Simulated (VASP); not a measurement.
# ZrHgS3 (Pm-3m) in VASP: vibrations by perturbation theory with PBEsol

Aim: the vibrations by perturbation theory of ZrHgS3 with PBEsol.

Program: VASP 6.6.1. These are calculated values, not measurements. Logs are shortened: lines on timing, memory, paths and dates and some standing lists are left out, and cuts for length are marked.

### 1 The cell of the first run

It takes space group Pm-3m (No. 221, cubic). Conventional cell: a = 4.856 Å, b = 4.856 Å, c = 4.856 Å, α = 90.00°, β = 90.00°, γ = 90.00°. Within 4.5 Å of Hg (site symmetry m-3m) lie 12 S at 3.43 Å and 8 Zr at 4.21 Å. Zr (site symmetry m-3m) has 6 S at 2.43 Å within 3.2 Å. S (site symmetry 4/mmm) has 2 Zr at 2.43 Å within 3.2 Å.

### 2 Vibrations by perturbation theory, PBEsol

Contents of INCAR:

```
SYSTEM = ZrHgS3
ALGO = Normal
EDIFF = 1E-8
ENCUT = 520
GGA = PS
IBRION = 8
ISIF = 2
ISMEAR = -1
LASPH = .True.
LCHARG = .True.
LREAL = .False.
LWAVE = .False.
NBANDS = 29
NELM = 100
NSW = 1
PREC = Accurate
SIGMA = 0.15
```

Contents of KPOINTS:

```
k-points
0
Gamma
  8 8 8
  0 0 0
```

Contents of POSCAR:

```
ZrHgS3
1.0
    4.8562000000      0.0000000000      0.0000000000
    0.0000000000      4.8562000000      0.0000000000
    0.0000000000      0.0000000000      4.8562000000
Hg Zr S
1 1 3
Direct
    0.0000000000      0.0000000000      0.0000000000
    0.5000000000      0.5000000000      0.5000000000
    0.5000000000      0.5000000000      0.0000000000
    0.5000000000      0.0000000000      0.5000000000
    0.0000000000      0.5000000000      0.5000000000
```

Potentials or basis: VASP PAW PBE potentials, release 64 (Hg, Zr_sv, S).

Command:

```bash
cat potpaw_PBE.64/Hg/POTCAR potpaw_PBE.64/Zr_sv/POTCAR potpaw_PBE.64/S/POTCAR > POTCAR
mpirun -np 1 vasp_std > vasp.out
```

OUTCAR:

```text
SYSTEM = ZrHgS3
   EDIFF = 1E-8
   ENCUT = 520
   GGA = PS
   IBRION = 8
   ISIF = 2
   ISMEAR = -1
   LASPH = .True.
   LREAL = .False.
   NELM = 100
   NSW = 1
   PREC = Accurate

 ion  position               nearest neighbor table
   1  0.000  0.000  0.000-
   2  0.500  0.500  0.500-   3 2.43   4 2.43   5 2.43   3 2.43   4 2.43   5 2.43
   3  0.500  0.500  0.000-   2 2.43   2 2.43
   4  0.500  0.000  0.500-   2 2.43   2 2.43
   5  0.000  0.500  0.500-   2 2.43   2 2.43

  LATTYP: Found a simple cubic cell.
 ALAT       =     4.8562000000

  Lattice vectors:

 A1 = (   4.8562000000,   0.0000000000,   0.0000000000)
 A2 = (   0.0000000000,   4.8562000000,   0.0000000000)
 A3 = (   0.0000000000,   0.0000000000,   4.8562000000)

Analysis of symmetry for initial positions (statically):
=====================================================================
 Subroutine PRICEL returns:
 Original cell was already a primitive cell.

 Routine SETGRP: Setting up the symmetry group for a
 simple cubic supercell.

 Subroutine GETGRP returns: Found 48 space group operations
 (whereof 48 operations were pure point group operations)
 out of a pool of 48 trial point group operations.

The static configuration has the point symmetry O_h .

Analysis of symmetry for dynamics (positions and initial velocities):
=====================================================================
 Subroutine PRICEL returns:
 Original cell was already a primitive cell.

 Routine SETGRP: Setting up the symmetry group for a
 simple cubic supercell.

 Subroutine GETGRP returns: Found 48 space group operations
 (whereof 48 operations were pure point group operations)
 out of a pool of 48 trial point group operations.

The dynamic configuration has the point symmetry O_h .

 Subroutine INISYM returns: Found 48 space group operations
 (whereof 48 operations are pure point group operations),
 and found     1 'primitive' translations

----------------------------------------------------------------------------------------

                                     Primitive cell

  volume of cell :     114.5222

  direct lattice vectors                    reciprocal lattice vectors
     4.856200000  0.000000000  0.000000000     0.205922326  0.000000000  0.000000000
     0.000000000  4.856200000  0.000000000     0.000000000  0.205922326  0.000000000
     0.000000000  0.000000000  4.856200000     0.000000000  0.000000000  0.205922326

  length of vectors
     4.856200000  4.856200000  4.856200000     0.205922326  0.205922326  0.205922326

  position of ions in fractional coordinates (direct lattice)
     0.000000000  0.000000000  0.000000000
     0.500000000  0.500000000  0.500000000
[... 910 lines left out ...]

  FORCE on cell =-STRESS in cart. coord.  units (eV):
  Direction    XX          YY          ZZ          XY          YZ          ZX
  --------------------------------------------------------------------------------------
  -------------------------------------------------------------------------------------
  Total        3.0989343      3.0989343      3.0989343      0.0000000      0.0000000      0.0000000
  in kB       43.3544082     43.3544082     43.3544082      0.0000000      0.0000000      0.0000000
  external PRESSURE =      43.3544082 kB  Pullay stress =       0.0000000 kB

 VOLUME and BASIS-vectors are now :
 -----------------------------------------------------------------------------
  energy-cutoff  :      520.00
  volume of cell :      114.52
      direct lattice vectors                 reciprocal lattice vectors
     4.856200000  0.000000000  0.000000000     0.205922326  0.000000000  0.000000000
     0.000000000  4.856200000  0.000000000     0.000000000  0.205922326  0.000000000
     0.000000000  0.000000000  4.856200000     0.000000000  0.000000000  0.205922326

 POSITION                                       TOTAL-FORCE (eV/Angst)
 -----------------------------------------------------------------------------------
      0.00000      0.00000      0.00000         0.000000      0.000000      0.000000
      2.42810      2.42810      2.42810         0.000000      0.000000      0.000000
      2.42810      2.42810      0.00000         0.000000      0.000000      0.000000
      2.42810      0.00000      2.42810         0.000000      0.000000      0.000000
      0.00000      2.42810      2.42810         0.000000      0.000000      0.000000
 -----------------------------------------------------------------------------------
    total drift:                                0.000000      0.000000      0.000000

  FREE ENERGIE OF THE ION-ELECTRON SYSTEM (eV)
  ---------------------------------------------------
  free  energy   TOTEN  =       -25.2204921206 eV

  energy  without entropy=      -24.9427379687  energy(sigma->0) =      -25.08161504

[... ionic steps 2 to 9 ...]

--------------------------------------- Ionic step       10  -------------------------------------------

------------------------ aborting loop because EDIFF is reached ----------------------------------------

[... ionic steps 11 to 11 ...]

--------------------------------------- Ionic step       12  -------------------------------------------

 Free energy of the ion-electron system (eV)
  ---------------------------------------------------
  ---------------------------------------------------
  free energy    TOTEN  =        -0.12134129 eV

  energy without entropy =       -0.12134139

------------------------ aborting loop because EDIFF is reached ----------------------------------------

 INTERNAL STRAIN TENSOR  FOR ION    3  DIRECTION 3   (eV/Angst):
 -----------------------------------------------------------------------------
     0.01804  0.00000  0.00000
     0.00000  0.01804  0.00000
    -0.00000  0.00000 -0.00267

 INTERNAL STRAIN TENSOR FOR ION    5 for displacements in x,y,z  (eV/Angst):
          X           Y           Z          XY          YZ          ZX
  --------------------------------------------------------------------------------
  x     0.00000     0.00000     0.00000     0.00000     0.00000     0.00000
  y     0.00000     0.00000     0.00000     0.00000     0.00000     0.00000
  z     0.00000     0.00000     0.00000     0.00000     0.00000     0.00000

 SECOND DERIVATIVES (NOT SYMMETRIZED)
 ------------------------------------
               1X          1Y          1Z          2X          2Y          2Z          3X          3Y          3Z          4X          4Y          4Z          5X          5Y          5Z
  1X     0.462151   -0.000000   -0.000000    0.493385    0.000000   -0.000000   -0.209283    0.000000    0.000000   -0.209283    0.000000   -0.000000   -0.536971    0.000000   -0.000000
  1Y    -0.000000    0.462151   -0.000000   -0.000000    0.493385    0.000000    0.000000   -0.209283    0.000000    0.000000   -0.536971    0.000000    0.000000   -0.209283    0.000000
  1Z    -0.000000   -0.000000    0.462151    0.000000    0.000000    0.493385    0.000000    0.000000   -0.536971   -0.000000    0.000000   -0.209283    0.000000   -0.000000   -0.209283
  2X     0.485581   -0.000000   -0.000000   -6.180986   -0.000000    0.000000   -2.091591    0.000000   -0.000000   -2.091591    0.000000    0.000000    9.878586    0.000000   -0.000000
  2Y    -0.000000    0.485581   -0.000000   -0.000000   -6.180986    0.000000    0.000000   -2.091591   -0.000000   -0.000000    9.878586    0.000000    0.000000   -2.091591    0.000000
  2Z    -0.000000   -0.000000    0.485581   -0.000000    0.000000   -6.180986   -0.000000   -0.000000    9.878586    0.000000   -0.000000   -2.091591   -0.000000    0.000000   -2.091591
  3X    -0.216064    0.000000    0.000000   -2.102460    0.000000    0.000000    0.669322    0.000000    0.000000   -0.563875    0.000000    0.000000    2.213077    0.000000    0.000000
  3Y     0.000000   -0.216064    0.000000    0.000000   -2.102460    0.000000    0.000000    0.669322    0.000000    0.000000    2.213077    0.000000    0.000000   -0.563875    0.000000
  3Z    -0.000000    0.000000   -0.543553    0.000000    0.000000    9.859511    0.000000    0.000000  -13.741015    0.000000   -0.000000    2.212528   -0.000000    0.000000    2.212528
  4X    -0.216064    0.000000    0.000000   -2.102460    0.000000    0.000000   -0.563875    0.000000    0.000000    0.669322    0.000000    0.000000    2.213077    0.000000    0.000000
  4Y     0.000000   -0.543553   -0.000000   -0.000000    9.859511   -0.000000    0.000000    2.212528   -0.000000    0.000000  -13.741015    0.000000    0.000000    2.212528    0.000000
  4Z     0.000000    0.000000   -0.216064    0.000000    0.000000   -2.102460    0.000000    0.000000    2.213077    0.000000    0.000000    0.669322    0.000000    0.000000   -0.563875
  5X    -0.543553    0.000000    0.000000    9.859511   -0.000000    0.000000    2.212528    0.000000   -0.000000    2.212528    0.000000    0.000000  -13.741015    0.000000    0.000000
  5Y     0.000000   -0.216064    0.000000    0.000000   -2.102460    0.000000    0.000000   -0.563875    0.000000    0.000000    2.213077    0.000000    0.000000    0.669322    0.000000
  5Z     0.000000    0.000000   -0.216064    0.000000    0.000000   -2.102460    0.000000    0.000000    2.213077    0.000000    0.000000   -0.563875    0.000000    0.000000    0.669322

 Eigenvectors and eigenvalues of the dynamical matrix
 ----------------------------------------------------

   1 f  =   11.360665 THz    71.381165 2PiTHz  378.951000 cm-1    46.983915 meV
             X         Y         Z           dx          dy          dz
      0.000000  0.000000  0.000000    -0.012520   -0.001440   -0.000000
      2.428100  2.428100  2.428100     0.379229    0.043623   -0.000000
      2.428100  2.428100  0.000000     0.143878    0.016550   -0.000000
      2.428100  0.000000  2.428100     0.143878   -0.102988   -0.000000
      0.000000  2.428100  2.428100    -0.895303    0.016550   -0.000000
[... 105 lines left out ...]
  15 f/i=    3.065805 THz    19.263023 2PiTHz  102.264261 cm-1    12.679147 meV
             X         Y         Z           dx          dy          dz
      0.000000  0.000000  0.000000     0.000000    0.000000    0.000000
      2.428100  2.428100  2.428100    -0.000000    0.000000    0.000000
      2.428100  2.428100  0.000000    -0.702762    0.075859   -0.000000
      2.428100  0.000000  2.428100     0.702762    0.000000    0.019272
      0.000000  2.428100  2.428100     0.000000   -0.075859   -0.019272

--------------------------------------------------------------------------------------------------------

 ELASTIC MODULI CONTR FROM IONIC RELAXATION (kBar)
 Direction    XX          YY          ZZ          XY          YZ          ZX
 --------------------------------------------------------------------------------
 XX           0.0000      0.0000      0.0000      0.0000      0.0000      0.0000
 YY           0.0000      0.0000      0.0000      0.0000      0.0000      0.0000
 ZZ           0.0000      0.0000      0.0000      0.0000      0.0000      0.0000
 XY           0.0000      0.0000      0.0000      0.0000      0.0000      0.0000
 YZ           0.0000      0.0000      0.0000      0.0000      0.0000      0.0000
 ZX           0.0000      0.0000      0.0000      0.0000      0.0000      0.0000
 --------------------------------------------------------------------------------
```

It took 49 min on 1 thread of AMD EPYC 7R43 (Zen 3), shared host; peak memory 0.88 GiB.

Results:

```
Highest phonon frequency at Γ, LO-TO splitting left out : 379 cm⁻¹
Most unstable mode                                      : 102i cm⁻¹
```

Phonon frequencies in cm⁻¹ (negative: imaginary):
```csv
q point,frequencies
"(0.000, 0.000, 0.000)",-102 -102 -102 -96 -96 -96 -31 -31 -31 1 1 1 379 379 379
```

Caveat: the cell wasn't relaxed at this level first, which shifts response properties; some modes are imaginary; the PAW data sets were made with another functional, which shifts forces and pressure a little; spin-orbit coupling is left out, which moves the levels of the heavy elements.
